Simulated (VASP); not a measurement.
A run of VASP 6.6.1 is set up as follows.

The input INCAR:

```
SYSTEM = KCl
ALGO = Normal
EDIFF = 1E-7
ENCUT = 520
GGA = PE
ISIF = 2
ISMEAR = 0
LASPH = .True.
LCHARG = .False.
LREAL = .False.
LWAVE = .False.
NBANDS = 15
NELM = 80
PREC = Accurate
SIGMA = 0.01
```

The input KPOINTS:

```
k-points
0
Gamma
  6 6 6
  0 0 0
```

File POSCAR:

```
KCl
1.0
    3.7561943885      0.0000000000      0.0000000000
    0.0000000000      3.7561943885      0.0000000000
    0.0000000000      0.0000000000      3.7561943885
K Cl
1 1
Direct
    0.0000000000      0.0000000000      0.0000000000
    0.5000000000      0.5000000000      0.5000000000
```

Potentials or basis: VASP PAW PBE potentials, release 64 (K_sv, Cl).

The run is started by

```sh
$ cat potpaw_PBE.64/K_sv/POTCAR potpaw_PBE.64/Cl/POTCAR > POTCAR
$ mpirun -np 1 vasp_std > vasp.out
```

Task: What does it give for the pressure?

Result: 1.4 GPa.

Task: What does it give for the band gap on the k mesh?

Result: 5.08 eV (least direct gap 5.30 eV).

Caveat: the structure was generated, so it needn't be the stable form of KCl. A k mesh can miss the band edges.
